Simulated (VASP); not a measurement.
# Ca (P6/mmm) in VASP: further runs

Runs on Ca. Level: LDA. Tasks: single point.

All numbers are computed with VASP 6.6.1; they aren't measurements. Logs are shortened: lines on timing, memory, paths and dates and some standing lists are left out, and cuts for length are marked.

## (1) The cell of the first run

Symmetry: P6/mmm, No. 191, hexagonal system. The conventional cell has a = 6.067 Å, b = 6.067 Å, c = 3.619 Å, α = 90.00°, β = 90.00°, γ = 120.00°. Ca (site symmetry 6/mmm) has 14 Ca at 3.62 to 3.94 Å within 4.8 Å. Within 4.6 Å of Ca (site symmetry -6m2) lie 11 Ca at 3.50 to 3.94 Å.

This isn't the form of Ca at room conditions, which is fcc.

## (2) Single point, LDA

File INCAR:

```
ALGO = Normal
EDIFF = 1E-6
ENCUT = 520
GGA = CA
ISIF = 2
ISMEAR = -1
LASPH = T
LCHARG = F
LREAL = F
LWAVE = F
NBANDS = 22
NELM = 60
PREC = Accurate
SIGMA = 0.1
```

File KPOINTS:

```
k-points
0
Gamma
  6 6 8
```

File POSCAR:

```
Ca
1.0
    6.0672719915      0.0000000000      0.0000000000
   -3.0336359957      5.2544116763      0.0000000000
    0.0000000000      0.0000000000      3.6187058367
Ca
3
Direct
    0.0000000000      1.0000000000      0.0000000000
    0.3333333333      0.6666666667      0.5000000000
    0.6666666667      0.3333333333      0.5000000000
```

Potentials or basis: VASP PAW LDA potentials, release 64 (Ca_sv).

The run is started by

```bash
$ cat potpaw_LDA.64/Ca_sv/POTCAR > POTCAR
$ mpirun -np 1 vasp_std > vasp.out
```

OUTCAR:

```text
EDIFF = 1E-6
   ENCUT = 520
   GGA = CA
   ISIF = 2
   ISMEAR = -1
   LASPH = T
   LREAL = F
   NELM = 60
   PREC = Accurate

 ion  position               nearest neighbor table
   1  0.000  0.000  0.000-
   2  0.333  0.667  0.500-
   3  0.667  0.333  0.500-

  LATTYP: Found a hexagonal cell.
 ALAT       =     6.0672719915
 C/A-ratio  =     0.5964304620

  Lattice vectors:

 A1 = (   6.0672719915,   0.0000000000,   0.0000000000)
 A2 = (  -3.0336359957,   5.2544116763,   0.0000000000)
 A3 = (   0.0000000000,   0.0000000000,   3.6187058367)

Analysis of symmetry for initial positions (statically):
=====================================================================
 Subroutine PRICEL returns:
 Original cell was already a primitive cell.

 Routine SETGRP: Setting up the symmetry group for a
 hexagonal supercell.

 Subroutine GETGRP returns: Found 24 space group operations
 (whereof 24 operations were pure point group operations)
 out of a pool of 24 trial point group operations.

The static configuration has the point symmetry D_6h.

Analysis of symmetry for dynamics (positions and initial velocities):
=====================================================================
 Subroutine PRICEL returns:
 Original cell was already a primitive cell.

 Routine SETGRP: Setting up the symmetry group for a
 hexagonal supercell.

 Subroutine GETGRP returns: Found 24 space group operations
 (whereof 24 operations were pure point group operations)
 out of a pool of 24 trial point group operations.

The dynamic configuration has the point symmetry D_6h.

 Subroutine INISYM returns: Found 24 space group operations
 (whereof 24 operations are pure point group operations),
 and found     1 'primitive' translations

----------------------------------------------------------------------------------------

                                     Primitive cell

  volume of cell :     115.3641

  direct lattice vectors                    reciprocal lattice vectors
     6.067271992  0.000000000  0.000000000     0.164818719  0.095158132  0.000000000
    -3.033635996  5.254411676  0.000000000     0.000000000  0.190316264  0.000000000
     0.000000000  0.000000000  3.618705837     0.000000000  0.000000000  0.276341887

  length of vectors
     6.067271992  6.067271991  3.618705837     0.190316264  0.190316264  0.276341887

  position of ions in fractional coordinates (direct lattice)
     0.000000000  0.000000000  0.000000000
     0.333333333  0.666666667  0.500000000
     0.666666667  0.333333333  0.500000000

  ion indices of the primitive-cell ions
   primitive index   ion index
                 1           1
                 2           2
                 3           3

----------------------------------------------------------------------------------------

 KPOINTS: k-points

Automatic generation of k-mesh.
 Grid dimensions read from file:
 generate k-points for:    6    6    8

 Generating k-lattice:

  Cartesian coordinates                     Fractional coordinates (reciprocal lattice)
     0.027469787  0.015859689  0.000000000     0.166666667 -0.000000000  0.000000000
     0.000000000  0.031719377  0.000000000     0.000000000  0.166666667  0.000000000
     0.000000000  0.000000000  0.034542736     0.000000000  0.000000000  0.125000000

  Length of vectors
     0.031719377  0.031719377  0.034542736

  Shift w.r.t. Gamma in fractional coordinates (k-lattice)
     0.000000000  0.000000000  0.000000000

 Subroutine IBZKPT returns following result:
 ===========================================

 Found     35 irreducible k-points:

 Following reciprocal coordinates:
            Coordinates               Weight
  0.000000  0.000000  0.000000      1.000000
  0.166667 -0.000000  0.000000      6.000000
  0.333333  0.000000  0.000000      6.000000
  0.500000 -0.000000  0.000000      3.000000
  0.166667  0.166667  0.000000      6.000000
  0.333333  0.166667  0.000000     12.000000
[... 16 lines left out ...]
  0.166667 -0.000000  0.375000     12.000000
  0.333333  0.000000  0.375000     12.000000
 [... further k-points ...]
   k-points           NKPTS =     35   k-points in BZ     NKDIM =     35   number of bands    NBANDS=     22
   number of dos      NEDOS =    301   number of ions     NIONS =      3
   total plane-waves  NPLWV =  64512
   dimension x,y,z NGX =    48 NGY =   48 NGZ =   28
   dimension x,y,z NGXF=    96 NGYF=   96 NGZF=   56
   ions per type =               3
   NGX,Y,Z   is equivalent  to a cutoff of  13.15, 13.15, 12.86 a.u.
   NGXF,Y,Z  is equivalent  to a cutoff of  26.30, 26.30, 25.73 a.u.
 SYSTEM =  unknown system
   PREC   = accura    normal or accurate (medium, high low for compatibility)
   ISTART =      0    job   : 0-new  1-cont  2-samecut
   ICHARG =      2    charge: 1-file 2-atom 10-const
   ISPIN  =      1    spin polarized calculation?
   LNONCOLLINEAR =      F non collinear calculations
   LSORBIT =      F    spin-orbit coupling
   LASPH  =      T    aspherical Exc in radial PAW
   ENCUT  =  520.0 eV  38.22 Ry    6.18 a.u.  11.28 11.28  6.73*2*pi/ulx,y,z
   NELM   =     60;   NELMIN=  2; NELMDL= -5     # of ELM steps
   EDIFF  = 0.1E-05   stopping-criterion for ELM
   LREAL  =      F    real-space projection
   EDIFFG = 0.1E-04   stopping-criterion for IOM
   NSW    =      0    number of steps for IOM
   IBRION =     -1    ionic relax: 0-MD 1-quasi-New 2-CG
   NFREE  =      0    steps in history (QN), initial steepest desc. (CG)
   ISIF   =      2    stress and relaxation
   ISYM   =      2    0-nonsym 1-usesym 2-fastsym
   POTIM  = 0.5000    time-step for ionic-motion
   TEBEG  =    0.0;   TEEND  =   0.0 temperature during run
   PSTRESS=    0.0 pullay stress
   NELECT =      30.0000    total number of electrons
   NUPDOWN=      -1.0000    fix difference up-down
   EMIN   =  10.00;   EMAX   =-10.00  energy-range for DOS
   EFERMI =   0.00;   METHOD = LEGACY
   ISMEAR =    -1;   SIGMA  =   0.10  broadening in eV -4-tet -1-fermi 0-gaus
   EFERMI_NEDOS =   21; number of points for ismear=-14 and -15
   IALGO  =     38    algorithm
   IMIX   =      4    mixing-type and parameters
     AMIX     =   0.40;   BMIX     =  1.00
     AMIX_MAG =   1.60;   BMIX_MAG =  1.00
  volume/ion in A,a.u.               =      38.45       259.51
  Fermi-wavevector in a.u.,A,eV,Ry     =   1.044941  1.974652 14.856215  1.091901
  Thomas-Fermi vector in A             =   2.179715
   LORBIT       =      0    0 simple, 1 ext, 2 COOP (PROOUT), +10 PAW based schemes
   GGA     = CA    functional components
   LHFCALC =     F    Hartree Fock is set to
   AEXX    =    0.0000 exact exchange contribution
   IVDW    =     0    specifies the selected vdW correction
   LEPSILON=     F    determine dielectric tensor
   LRPA    =     F    only Hartree local field effects (RPA)
 non-spin polarized calculation
  energy-cutoff  :      520.00
  volume of cell :      115.36
 maximum number of plane-waves:      3133
 NGX is ok and might be reduce to    48
   NGX = 23   NGY = 23   NGZ = 13

 number of electron      30.0000007 magnetization

 Free energy of the ion-electron system (eV)
  ---------------------------------------------------
  ext. energy  EPLUGINS =         0.00000000
  ---------------------------------------------------
  free energy    TOTEN  =        -6.52433835 eV

  energy without entropy =       -6.36466307  energy(sigma->0) =       -6.44450071

 E-fermi :   2.1794     XC(G=0):  -8.2663

 val. band max:        2.1701961114   @ k =   0.3333   0.0000   0.5000
 cond. band min:       2.1962795786   @ k =   0.0000   0.0000   0.0000
 fundamental gap:      0.0260834672
 Fermi energy:         2.1793731227

 k-point     1 :       0.0000    0.0000    0.0000
  band No.  band energies     occupation
      1     -39.2122      2.00000
      2     -39.1807      2.00000
      3     -39.1363      2.00000
      4     -20.5856      2.00000
      5     -20.5856      2.00000
      6     -20.4791      2.00000
[... 14 lines left out ...]
     21       4.7847      0.00000
     22       4.7850      0.00000

 k-point     2 :       0.1667   -0.0000    0.0000
  band No.  band energies     occupation
      1     -39.2102      2.00000
      2     -39.1825      2.00000
      3     -39.1365      2.00000
      4     -20.5950      2.00000
      5     -20.5839      2.00000
      6     -20.4660      2.00000
[... 14 lines left out ...]
     21       4.5851      0.00000
     22       4.9176      0.00000

 k-point     3 :       0.3333    0.0000    0.0000
  band No.  band energies     occupation
      1     -39.2051      2.00000
      2     -39.1872      2.00000
      3     -39.1370      2.00000
      4     -20.6101      2.00000
      5     -20.5686      2.00000
      6     -20.4607      2.00000
[... 14 lines left out ...]
     21       4.1004      0.00000
     22       4.8598      0.00000

 k-point     4 :       0.5000   -0.0000    0.0000
  band No.  band energies     occupation
      1     -39.2010      2.00000
      2     -39.1910      2.00000
      3     -39.1373      2.00000
      4     -20.6165      2.00000
      5     -20.5489      2.00000
      6     -20.4846      2.00000
[... 14 lines left out ...]
     21       3.9611      0.00000
     22       4.7936      0.00000

 k-point     5 :       0.1667    0.1667    0.0000
  band No.  band energies     occupation
      1     -39.2066      2.00000
      2     -39.1858      2.00000
      3     -39.1369      2.00000
      4     -20.6031      2.00000
      5     -20.5781      2.00000
      6     -20.4589      2.00000
[... 417 lines left out ...]
 k-point    22 :       0.0000    0.0000    0.3750
  band No.  band energies     occupation
      1     -39.1996      2.00000
      2     -39.1696      2.00000
      3     -39.1258      2.00000
      4     -20.5685      2.00000
      5     -20.5685      2.00000
      6     -20.5620      2.00000
[... 14 lines left out ...]
     21       4.3739      0.00000
     22       4.3739      0.00000

 k-point    23 :       0.1667   -0.0000    0.3750
  band No.  band energies     occupation
      1     -39.1978      2.00000
      2     -39.1714      2.00000
      3     -39.1258      2.00000
      4     -20.5726      2.00000
      5     -20.5656      2.00000
      6     -20.5600      2.00000
[... 14 lines left out ...]
     21       4.3073      0.00000
     22       4.3481      0.00000

 k-point    24 :       0.3333    0.0000    0.3750
  band No.  band energies     occupation
      1     -39.1932      2.00000
      2     -39.1760      2.00000
      3     -39.1259      2.00000
      4     -20.5801      2.00000
      5     -20.5666      2.00000
      6     -20.5571      2.00000
[... 14 lines left out ...]
     21       4.2243      0.00000
     22       4.2941      0.00000

 [... further k-points ...]

------------------------ aborting loop because EDIFF is reached ----------------------------------------

  FORCE on cell =-STRESS in cart. coord.  units (eV):
  Direction    XX          YY          ZZ          XY          YZ          ZX
  --------------------------------------------------------------------------------------
  -------------------------------------------------------------------------------------
  Total       -0.0057331     -0.0057331     -0.0215891     -0.0000000      0.0000000      0.0000000
  in kB       -0.0796213     -0.0796213     -0.2998301     -0.0000000      0.0000000      0.0000000
  external PRESSURE =      -0.1530242 kB  Pullay stress =       0.0000000 kB

 VOLUME and BASIS-vectors are now :
 -----------------------------------------------------------------------------
  energy-cutoff  :      520.00
  volume of cell :      115.36
      direct lattice vectors                 reciprocal lattice vectors
     6.067271992  0.000000000  0.000000000     0.164818719  0.095158132  0.000000000
    -3.033635996  5.254411676  0.000000000     0.000000000  0.190316264  0.000000000
     0.000000000  0.000000000  3.618705837     0.000000000  0.000000000  0.276341887

 POSITION                                       TOTAL-FORCE (eV/Angst)
 -----------------------------------------------------------------------------------
      0.00000      0.00000      0.00000         0.000000      0.000000      0.000000
     -0.00000      3.50294      1.80935        -0.000000     -0.000000      0.000000
      3.03364      1.75147      1.80935         0.000000      0.000000     -0.000000
 -----------------------------------------------------------------------------------
    total drift:                               -0.000000      0.000000     -0.000000

  FREE ENERGIE OF THE ION-ELECTRON SYSTEM (eV)
  ---------------------------------------------------
  free  energy   TOTEN  =        -6.5243383478 eV

  energy  without entropy=       -6.3646630651  energy(sigma->0) =       -6.44450071
```

It took 94 s on 1 thread of Intel Xeon Platinum 8488C (Sapphire Rapids), shared host; peak memory 0.22 GiB.

What came out:

| Quantity | Value |
| --- | --- |
| Free energy | -6.5243 eV |
| Pressure | 0.0 GPa |
| Band gap on the k mesh | zero (bands 15 and 16 overlap by 0.24 eV) |

## (3) Single point, LDA (33.84 Å³/atom)

This run uses another cell than the first one, of 33.84 Å³/atom.

File INCAR:

```
SYSTEM = Ca
  PREC = Accurate
  ENCUT = 520
  EDIFF = 1E-7
  ISMEAR = -1
  SIGMA = 0.1
  LREAL = .FALSE.
  LASPH = .TRUE.
  NELM = 100
  ALGO = Normal
  ISIF = 2
  LWAVE = .FALSE.
  LCHARG = .TRUE.
  GGA = CA
  LELF = .TRUE.
  LVHAR = .TRUE.
  NBANDS = 22
```

File KPOINTS:

```
Automatic mesh
0
G
  7 7 10
  0 0 0
```

File POSCAR:

```
Ca
1.0
    5.8141694996      0.0000000000      0.0000000000
   -2.9070847498      5.0352184886      0.0000000000
    0.0000000000      0.0000000000      3.4677478006
Ca
3
Direct
    0.0000000000      1.0000000000      0.0000000000
    0.3333333333      0.6666666667      0.5000000000
    0.6666666667      0.3333333333      0.5000000000
```

Potentials or basis: VASP PAW LDA potentials, release 64 (Ca_sv).

The run is started by

```bash
$ cat potpaw_LDA.64/Ca_sv/POTCAR > POTCAR
$ mpirun -np 1 vasp_std > vasp.out
```

Run time: 2.2 min. Hardware: 1 thread of Intel Xeon Platinum 8488C (Sapphire Rapids), shared host; peak memory 0.24 GiB.

The run converged. Its results:

```
Free energy            : -6.4105 eV
Pressure               : 2.8 GPa
Band gap on the k mesh : zero (bands 15 and 16 overlap by 0.23 eV)
```

Stress tensor (GPa, compression positive):
```
2.95 0.00 0.00
0.00 2.95 0.00
0.00 0.00 2.56
```

Levels at points of the mesh, in eV from the Fermi level:
```tsv
k point	band 11	band 12	band 13	band 14	band 15	band 16	band 17	band 18	band 19	band 20
(0.00, 0.00, 0.00)	-22.23	-22.22	-4.40	-0.05	0.20	0.20	0.25	0.25	0.93	2.16
(0.00, 0.00, 0.50)	-22.28	-22.28	-1.45	-1.06	-0.03	-0.03	0.18	0.18	2.03	2.03
```
